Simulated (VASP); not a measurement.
# Cu (P6_3/mmc) in VASP: further runs

Runs on Cu. Level: r2SCAN. Tasks: single point.

Program: VASP 6.6.1. These are calculated values, not measurements. Logs are shortened: lines on timing, memory, paths and dates and some standing lists are left out, and cuts for length are marked.

### 1 The cell of the first run

Symmetry: P6_3/mmc, No. 194, hexagonal system. Conventional cell: a = 2.534 Å, b = 2.534 Å, c = 4.113 Å, α = 90.00°, β = 90.00°, γ = 120.00°. Cu (site symmetry -6m2) has 12 Cu at 2.52 to 2.53 Å within 3.3 Å.

### 2 Single point, r2SCAN

Input file POSCAR:

```
Cu
1.0
    2.5340966700      0.0000000000      0.0000000000
   -1.2670483300      2.1945920900      0.0000000000
    0.0000000000      0.0000000000      4.1125710000
Cu
2
Direct
    0.3333333333      0.6666666667      0.2500000000
    0.6666666667      0.3333333333      0.7500000000
```

Input file INCAR.step1:

```
  ALGO = Normal
  EDIFF = 1E-4
  ENCUT = 520
  GGA = PE
  ISMEAR = -1
  LASPH = T
  LCHARG = F
  LREAL = F
  LWAVE = T
  NBANDS = 18
  NELM = 80
  PREC = Accurate
  SIGMA = 0.1
```

Input file INCAR.step2:

```
  ALGO = Normal
  EDIFF = 1E-6
  ENCUT = 520
  ISIF = 2
  ISMEAR = -1
  ISTART = 1
  LASPH = T
  LCHARG = F
  LMIXTAU = T
  LREAL = F
  LWAVE = F
  METAGGA = R2SCAN
  NBANDS = 18
  NELM = 80
  PREC = Accurate
  SIGMA = 0.1
```

Input file KPOINTS:

```
k-points
0
Gamma
  3 3 2
```

Potentials or basis: VASP PAW PBE potentials, release 64 (Cu).

On the command line:

```sh
$ cat potpaw_PBE.64/Cu/POTCAR > POTCAR
$ cp INCAR.step1 INCAR
$ mpirun -np 1 vasp_std > vasp.out
$ cp INCAR.step2 INCAR
$ mpirun -np 1 vasp_std > vasp.out
```

OUTCAR:

```text
EDIFF = 1E-6
   ENCUT = 520
   ISIF = 2
   ISMEAR = -1
   ISTART = 1
   LASPH = T
   LREAL = F
   METAGGA = R2SCAN
   NELM = 80
   PREC = Accurate

 ion  position               nearest neighbor table
   1  0.333  0.667  0.250-   2 2.52   2 2.52   2 2.52   2 2.52   2 2.52   2 2.52
   2  0.667  0.333  0.750-   1 2.52   1 2.52   1 2.52   1 2.52   1 2.52   1 2.52

  LATTYP: Found a hexagonal cell.
 ALAT       =     2.5340966700
 C/A-ratio  =     1.6228942837

  Lattice vectors:

 A1 = (   2.5340966700,   0.0000000000,   0.0000000000)
 A2 = (  -1.2670483300,   2.1945920900,   0.0000000000)
 A3 = (   0.0000000000,   0.0000000000,   4.1125710000)

Analysis of symmetry for initial positions (statically):
=====================================================================
 Subroutine PRICEL returns:
 Original cell was already a primitive cell.

 Routine SETGRP: Setting up the symmetry group for a
 hexagonal supercell.

 Subroutine GETGRP returns: Found 24 space group operations
 (whereof 12 operations were pure point group operations)
 out of a pool of 24 trial point group operations.

The static configuration has the point symmetry D_3d.
 The point group associated with its full space group is D_6h.

Analysis of symmetry for dynamics (positions and initial velocities):
=====================================================================
 Subroutine PRICEL returns:
 Original cell was already a primitive cell.

 Routine SETGRP: Setting up the symmetry group for a
 hexagonal supercell.

 Subroutine GETGRP returns: Found 24 space group operations
 (whereof 12 operations were pure point group operations)
 out of a pool of 24 trial point group operations.

The dynamic configuration has the point symmetry D_3d.
 The point group associated with its full space group is D_6h.

 Subroutine INISYM returns: Found 24 space group operations
 (whereof 12 operations are pure point group operations),
 and found     1 'primitive' translations

----------------------------------------------------------------------------------------

                                     Primitive cell

  volume of cell :      22.8713

  direct lattice vectors                    reciprocal lattice vectors
     2.534096670  0.000000000  0.000000000     0.394617937  0.227832771  0.000000000
    -1.267048330  2.194592090  0.000000000     0.000000000  0.455665545  0.000000000
     0.000000000  0.000000000  4.112571000     0.000000000  0.000000000  0.243156896

  length of vectors
     2.534096670  2.534096666  4.112571000     0.455665544  0.455665545  0.243156896

  position of ions in fractional coordinates (direct lattice)
     0.333333333  0.666666667  0.250000000
     0.666666667  0.333333333  0.750000000

  ion indices of the primitive-cell ions
   primitive index   ion index
                 1           1
                 2           2

----------------------------------------------------------------------------------------

 KPOINTS: k-points

Automatic generation of k-mesh.
 Grid dimensions read from file:
 generate k-points for:    3    3    2

 Generating k-lattice:

  Cartesian coordinates                     Fractional coordinates (reciprocal lattice)
     0.131539312  0.075944257  0.000000000     0.333333333  0.000000000  0.000000000
     0.000000000  0.151888515  0.000000000     0.000000000  0.333333333  0.000000000
     0.000000000  0.000000000  0.121578448     0.000000000  0.000000000  0.500000000

  Length of vectors
     0.151888515  0.151888515  0.121578448

  Shift w.r.t. Gamma in fractional coordinates (k-lattice)
     0.000000000  0.000000000  0.000000000

 Subroutine IBZKPT returns following result:
 ===========================================

 Found      6 irreducible k-points:

 Following reciprocal coordinates:
            Coordinates               Weight
  0.000000  0.000000  0.000000      1.000000
  0.333333  0.000000  0.000000      6.000000
  0.333333  0.333333  0.000000      2.000000
  0.000000  0.000000  0.500000      1.000000
  0.333333  0.000000  0.500000      6.000000
  0.333333  0.333333  0.500000      2.000000
   k-points           NKPTS =      6   k-points in BZ     NKDIM =      6   number of bands    NBANDS=     18
   number of dos      NEDOS =    301   number of ions     NIONS =      2
   total plane-waves  NPLWV =  12800
   dimension x,y,z NGX =    20 NGY =   20 NGZ =   32
   dimension x,y,z NGXF=    40 NGYF=   40 NGZF=   64
   ions per type =               2
   NGX,Y,Z   is equivalent  to a cutoff of  13.12, 13.12, 12.94 a.u.
   NGXF,Y,Z  is equivalent  to a cutoff of  26.24, 26.24, 25.87 a.u.
 SYSTEM =  unknown system
   PREC   = accura    normal or accurate (medium, high low for compatibility)
   ISTART =      1    job   : 0-new  1-cont  2-samecut
   ICHARG =      0    charge: 1-file 2-atom 10-const
   ISPIN  =      1    spin polarized calculation?
   LNONCOLLINEAR =      F non collinear calculations
   LSORBIT =      F    spin-orbit coupling
   LASPH  =      T    aspherical Exc in radial PAW
   ENCUT  =  520.0 eV  38.22 Ry    6.18 a.u.   4.71  4.71  7.65*2*pi/ulx,y,z
   NELM   =     80;   NELMIN=  2; NELMDL=  0     # of ELM steps
   EDIFF  = 0.1E-05   stopping-criterion for ELM
   LREAL  =      F    real-space projection
   EDIFFG = 0.1E-04   stopping-criterion for IOM
   NSW    =      0    number of steps for IOM
   IBRION =     -1    ionic relax: 0-MD 1-quasi-New 2-CG
   NFREE  =      0    steps in history (QN), initial steepest desc. (CG)
   ISIF   =      2    stress and relaxation
   ISYM   =      2    0-nonsym 1-usesym 2-fastsym
   POTIM  = 0.5000    time-step for ionic-motion
   TEBEG  =    0.0;   TEEND  =   0.0 temperature during run
   PSTRESS=    0.0 pullay stress
   NELECT =      22.0000    total number of electrons
   NUPDOWN=      -1.0000    fix difference up-down
   EMIN   =  10.00;   EMAX   =-10.00  energy-range for DOS
   EFERMI =   0.00;   METHOD = LEGACY
   ISMEAR =    -1;   SIGMA  =   0.10  broadening in eV -4-tet -1-fermi 0-gaus
   EFERMI_NEDOS =   21; number of points for ismear=-14 and -15
   IALGO  =     38    algorithm
   IMIX   =      4    mixing-type and parameters
     AMIX     =   0.40;   BMIX     =  1.00
     AMIX_MAG =   1.60;   BMIX_MAG =  1.00
  volume/ion in A,a.u.               =      11.44        77.17
  Fermi-wavevector in a.u.,A,eV,Ry     =   1.616041  3.053874 35.532800  2.611587
  Thomas-Fermi vector in A             =   2.710691
   LORBIT       =      0    0 simple, 1 ext, 2 COOP (PROOUT), +10 PAW based schemes
   METAGGA = R2SCAN    functional components
   LHFCALC =     F    Hartree Fock is set to
   AEXX    =    0.0000 exact exchange contribution
   IVDW    =     0    specifies the selected vdW correction
   LEPSILON=     F    determine dielectric tensor
   LRPA    =     F    only Hartree local field effects (RPA)
 non-spin polarized calculation
  energy-cutoff  :      520.00
  volume of cell :       22.87
 maximum number of plane-waves:       640
 NGX is ok and might be reduce to    20
   NGX =  9   NGY =  9   NGZ = 15

 number of electron      21.9999979 magnetization

 Free energy of the ion-electron system (eV)
  ---------------------------------------------------
  ext. energy  EPLUGINS =         0.00000000
  ---------------------------------------------------
  free energy    TOTEN  =       -21.93310601 eV

  energy without entropy =      -21.84532926  energy(sigma->0) =      -21.88921764

 E-fermi :   6.6690     XC(G=0): -13.9695

 val. band max:        6.5740987602   @ k =   0.3333   0.0000   0.5000
 cond. band min:       6.7242081827   @ k =   0.0000   0.0000   0.0000
 fundamental gap:      0.1501094225
 Fermi energy:         6.6689957355

 k-point     1 :       0.0000    0.0000    0.0000
  band No.  band energies     occupation
      1      -2.1310      2.00000
      2       2.3379      2.00000
      3       4.5172      2.00000
      4       4.6131      2.00000
      5       4.6133      2.00000
      6       4.8405      2.00000
[... 10 lines left out ...]
     17      32.5714      0.00000
     18      32.5715      0.00000

 k-point     2 :       0.3333    0.0000    0.0000
  band No.  band energies     occupation
      1       1.1970      2.00000
      2       3.1254      2.00000
      3       3.4017      2.00000
      4       4.0891      2.00000
      5       4.5895      2.00000
      6       4.6414      2.00000
[... 10 lines left out ...]
     17      24.3092      0.00000
     18      28.4489      0.00000

 k-point     3 :       0.3333    0.3333    0.0000
  band No.  band energies     occupation
      1       3.2652      2.00000
      2       3.4139      2.00000
      3       3.4139      2.00000
      4       3.7141      2.00000
      5       4.3458      2.00000
      6       4.3458      2.00000
[... 10 lines left out ...]
     17      21.7704      0.00000
     18      21.7705      0.00000

 k-point     4 :       0.0000    0.0000    0.5000
  band No.  band energies     occupation
      1       0.1379      2.00000
      2       0.1379      2.00000
      3       4.2544      2.00000
      4       4.2544      2.00000
      5       4.5555      2.00000
      6       4.5555      2.00000
[... 10 lines left out ...]
     17      32.9411      0.00000
     18      32.9411      0.00000

 k-point     5 :       0.3333    0.0000    0.5000
  band No.  band energies     occupation
      1       2.3434      2.00000
      2       2.3434      2.00000
      3       3.7854      2.00000
      4       3.7854      2.00000
      5       4.9401      2.00000
      6       4.9401      2.00000
[... 10 lines left out ...]
     17      26.1500      0.00000
     18      26.1500      0.00000

 k-point     6 :       0.3333    0.3333    0.5000
  band No.  band energies     occupation
      1       3.5535      2.00000
      2       3.5535      2.00000
      3       3.6796      2.00000
      4       3.6796      2.00000
      5       4.2543      2.00000
      6       4.2543      2.00000
[... 10 lines left out ...]
     17      29.5311      0.00000
     18      29.5311      0.00000

------------------------ aborting loop because EDIFF is reached ----------------------------------------

  FORCE on cell =-STRESS in cart. coord.  units (eV):
  Direction    XX          YY          ZZ          XY          YZ          ZX
  --------------------------------------------------------------------------------------
  -------------------------------------------------------------------------------------
  Total       -0.0545901     -0.0545901      0.1573861     -0.0000000      0.0000000      0.0000000
  in kB       -3.8241439     -3.8241439     11.0252056     -0.0000000      0.0000000      0.0000000
  external PRESSURE =       1.1256393 kB  Pullay stress =       0.0000000 kB

 VOLUME and BASIS-vectors are now :
 -----------------------------------------------------------------------------
  energy-cutoff  :      520.00
  volume of cell :       22.87
      direct lattice vectors                 reciprocal lattice vectors
     2.534096670  0.000000000  0.000000000     0.394617937  0.227832771  0.000000000
    -1.267048330  2.194592090  0.000000000     0.000000000  0.455665545  0.000000000
     0.000000000  0.000000000  4.112571000     0.000000000  0.000000000  0.243156896

 POSITION                                       TOTAL-FORCE (eV/Angst)
 -----------------------------------------------------------------------------------
      0.00000      1.46306      1.02814        -0.000000      0.000000      0.000000
      1.26705      0.73153      3.08443         0.000000     -0.000000      0.000000
 -----------------------------------------------------------------------------------
    total drift:                               -0.000000      0.000000     -0.000000

  FREE ENERGIE OF THE ION-ELECTRON SYSTEM (eV)
  ---------------------------------------------------
  free  energy   TOTEN  =       -21.9331060144 eV

  energy  without entropy=      -21.8453292646  energy(sigma->0) =      -21.88921764
```

Run time: 14 s. Hardware: 1 thread of Intel Xeon 6975P-C (Granite Rapids), shared host; peak memory 0.13 GiB.

What came out:

| Quantity | Value |
| --- | --- |
| Free energy | -21.9331 eV |
| Pressure | 0.1 GPa |
| Band gap on the k mesh | zero (band 11 reaches 12.04 eV, above the bottom of band 12 at 5.65 eV) |

Levels at points of the mesh, in eV from the Fermi level:
| k point | band 8 | band 9 | band 10 | band 11 | band 12 | band 13 | band 14 | band 15 |
| --- | --- | --- | --- | --- | --- | --- | --- | --- |
| (0.00, 0.00, 0.00) | -1.60 | -1.60 | -0.79 | -0.79 | 0.06 | 5.32 | 23.48 | 24.26 |
| (0.00, 0.00, 0.50) | -2.11 | -1.02 | -1.02 | -1.02 | -1.02 | 14.55 | 14.55 | 24.23 |

Caveat: the k points lie up to 0.95 Å⁻¹ apart; the PAW data sets were made with another functional, which shifts forces and pressure a little.

### 3 Single point, r2SCAN

POSCAR is that of step 2.

Input file INCAR.step1:

```
SYSTEM = Cu
ALGO     = Normal         ! electronic algorithm
EDIFF    = 1E-4           ! SCF threshold, eV
ENCUT    = 520            ! plane-wave cutoff, eV
GGA      = PE             ! functional
ISMEAR   = -1             ! smearing method
LASPH    = .TRUE.         ! aspherical terms in the spheres
LCHARG   = .FALSE.        ! write CHGCAR
LREAL    = .FALSE.        ! projectors in reciprocal space
LWAVE    = .TRUE.         ! write WAVECAR
NBANDS   = 18             ! bands
NELM     = 80             ! most SCF steps
PREC     = Accurate       ! precision mode
SIGMA    = 0.1            ! smearing width, eV
```

Input file INCAR.step2:

```
SYSTEM = Cu
ALGO     = Normal         ! electronic algorithm
EDIFF    = 1E-6           ! SCF threshold, eV
ENCUT    = 520            ! plane-wave cutoff, eV
ISIF     = 2              ! what is computed and relaxed
ISMEAR   = -1             ! smearing method
ISTART   = 1            
LASPH    = .TRUE.         ! aspherical terms in the spheres
LCHARG   = .FALSE.        ! write CHGCAR
LMIXTAU  = .TRUE.       
LREAL    = .FALSE.        ! projectors in reciprocal space
LWAVE    = .FALSE.        ! write WAVECAR
METAGGA  = R2SCAN         ! meta-GGA
NBANDS   = 18             ! bands
NELM     = 80             ! most SCF steps
PREC     = Accurate       ! precision mode
SIGMA    = 0.1            ! smearing width, eV
```

Input file KPOINTS:

```
k-points
0
G
  5 5 3
  0 0 0
```

Potentials or basis: VASP PAW PBE potentials, release 64 (Cu).

On the command line:

```sh
$ cat potpaw_PBE.64/Cu/POTCAR > POTCAR
$ cp INCAR.step1 INCAR
$ mpirun -np 1 vasp_std > vasp.out
$ cp INCAR.step2 INCAR
$ mpirun -np 1 vasp_std > vasp.out
```

Wall time 17 s (1 thread of Intel Xeon 6975P-C (Granite Rapids), shared host); peak memory 0.13 GiB.

The run converged. Its results:

```
Free energy            : -21.7923 eV
Pressure               : 0.5 GPa
Band gap on the k mesh : zero (band 11 reaches 9.77 eV, above the bottom of band 12 at 5.87 eV)
```

Stress tensor (GPa, compression positive):
```
-1.15  0.00  0.00
 0.00 -1.15  0.00
 0.00  0.00  3.68
```

Levels at points of the mesh, in eV from the Fermi level:
| k point | band 9 | band 10 | band 11 | band 12 | band 13 | band 14 |
| --- | --- | --- | --- | --- | --- | --- |
| (0.00, 0.00, 0.00) | -3.29 | -2.48 | -2.48 | -1.71 | 3.61 | 21.69 |

Caveat: the k points lie up to 0.57 Å⁻¹ apart; the PAW data sets were made with another functional, which shifts forces and pressure a little.

### 4 Single point, r2SCAN

POSCAR is that of step 3.

Input file INCAR.step1:

```
PREC = Accurate ; ENCUT = 520
ISMEAR = -1 ; SIGMA = 0.1
LREAL = False ; LASPH = True
NELM = 60 ; NBANDS = 18
GGA = PE ; ALGO = Normal
EDIFF = 1E-4 ; LWAVE = True
LCHARG = False
```

Input file INCAR.step2:

```
PREC = Accurate ; ENCUT = 520
EDIFF = 1E-6 ; ISMEAR = -1
SIGMA = 0.1 ; LREAL = False
LASPH = True ; NELM = 60
ALGO = Normal ; ISIF = 2
LWAVE = False ; LCHARG = False
METAGGA = R2SCAN ; LMIXTAU = True
NBANDS = 18 ; ISTART = 1
```

Input file KPOINTS:

```
regular mesh
0
Gamma
  6 6 4
```

Potentials or basis: VASP PAW PBE potentials, release 64 (Cu).

On the command line:

```sh
$ cat potpaw_PBE.64/Cu/POTCAR > POTCAR
$ cp INCAR.step1 INCAR
$ mpirun -np 1 vasp_std > vasp.out
$ cp INCAR.step2 INCAR
$ mpirun -np 1 vasp_std > vasp.out
```

OUTCAR:

```text
PREC = Accurate
   ENCUT = 520
   EDIFF = 1E-6
   ISMEAR = -1
   LREAL = False
   LASPH = True
   NELM = 60
   ISIF = 2
   METAGGA = R2SCAN
   ISTART = 1

 ion  position               nearest neighbor table
   1  0.333  0.667  0.250-   2 2.52   2 2.52   2 2.52   2 2.52   2 2.52   2 2.52
   2  0.667  0.333  0.750-   1 2.52   1 2.52   1 2.52   1 2.52   1 2.52   1 2.52

  LATTYP: Found a hexagonal cell.
 ALAT       =     2.5340966700
 C/A-ratio  =     1.6228942837

[... 624 lines left out ...]
     18      29.5409      0.00000

------------------------ aborting loop because EDIFF is reached ----------------------------------------

  FORCE on cell =-STRESS in cart. coord.  units (eV):
  Direction    XX          YY          ZZ          XY          YZ          ZX
  --------------------------------------------------------------------------------------
  -------------------------------------------------------------------------------------
  Total        0.3036370      0.3036370      0.0262744      0.0000000      0.0000000      0.0000000
  in kB       21.2703637     21.2703636      1.8405702      0.0000000      0.0000000      0.0000000
  external PRESSURE =      14.7937658 kB  Pullay stress =       0.0000000 kB

 VOLUME and BASIS-vectors are now :
 -----------------------------------------------------------------------------
  energy-cutoff  :      520.00
  volume of cell :       22.87
      direct lattice vectors                 reciprocal lattice vectors
     2.534096670  0.000000000  0.000000000     0.394617937  0.227832771  0.000000000
    -1.267048330  2.194592090  0.000000000     0.000000000  0.455665545  0.000000000
     0.000000000  0.000000000  4.112571000     0.000000000  0.000000000  0.243156896

 POSITION                                       TOTAL-FORCE (eV/Angst)
 -----------------------------------------------------------------------------------
      0.00000      1.46306      1.02814         0.000000     -0.000000      0.000000
      1.26705      0.73153      3.08443        -0.000000      0.000000      0.000000
 -----------------------------------------------------------------------------------
    total drift:                               -0.000000      0.000000     -0.000000

  FREE ENERGIE OF THE ION-ELECTRON SYSTEM (eV)
  ---------------------------------------------------
  free  energy   TOTEN  =       -21.5952523685 eV

  energy  without entropy=      -21.5637824201  energy(sigma->0) =      -21.57951739
```

OSZICAR.step1:

```text
N       E                     dE             d eps       ncg     rms          rms(c)
DAV:   1     0.126269581748E+03    0.12627E+03   -0.11004E+04   830   0.225E+03
DAV:   2    -0.235144998068E+01   -0.12862E+03   -0.12278E+03   758   0.297E+02
DAV:   3    -0.915614239037E+01   -0.68047E+01   -0.64094E+01   838   0.901E+01
DAV:   4    -0.922810350125E+01   -0.71961E-01   -0.71914E-01   916   0.996E+00
DAV:   5    -0.922908434631E+01   -0.98085E-03   -0.98081E-03   958   0.103E+00    0.110E+01
DAV:   6    -0.811087078337E+01    0.11182E+01   -0.11018E+01   806   0.967E+01    0.549E+00
DAV:   7    -0.740136169967E+01    0.70951E+00   -0.21767E+00   836   0.397E+01    0.821E-01
DAV:   8    -0.737907650856E+01    0.22285E-01   -0.16377E-02   896   0.154E+00    0.469E-01
DAV:   9    -0.737518149174E+01    0.38950E-02   -0.60139E-03   884   0.224E+00    0.289E-02
DAV:  10    -0.737521188876E+01   -0.30397E-04   -0.18587E-04   720   0.175E-01
   1 F= -.73752119E+01 E0= -.73593234E+01  d E =-.317769E-01
```

It took 20 s on 1 thread of Intel Xeon 6975P-C (Granite Rapids), shared host; peak memory 0.13 GiB.

Results:

| Quantity | Value |
| --- | --- |
| Free energy | -21.5953 eV |
| Pressure | 1.5 GPa |
| Band gap on the k mesh | zero (band 11 reaches 12.06 eV, above the bottom of band 12 at 5.69 eV) |

Caveat: the k points lie up to 0.48 Å⁻¹ apart; the PAW data sets were made with another functional, which shifts forces and pressure a little.

### 5 Summary

```csv
k mesh,gap on the mesh (eV),pressure (GPa)
3 × 3 × 2,none,0.1
5 × 5 × 3,none,0.5
6 × 6 × 4,none,1.5
```

Alike in all rows: task single point; level r2SCAN; potentials or basis VASP PAW PBE potentials, release 64 (Cu); no spin polarisation; cell as given; cutoff (eV) 520; smearing fermi-dirac 0.1 eV.

Caveats: all runs use coarse meshes; the PAW data sets were made with another functional, which shifts forces and pressure a little.

Total energies depend on the potentials used, so only differences within one code and one set of settings carry meaning.
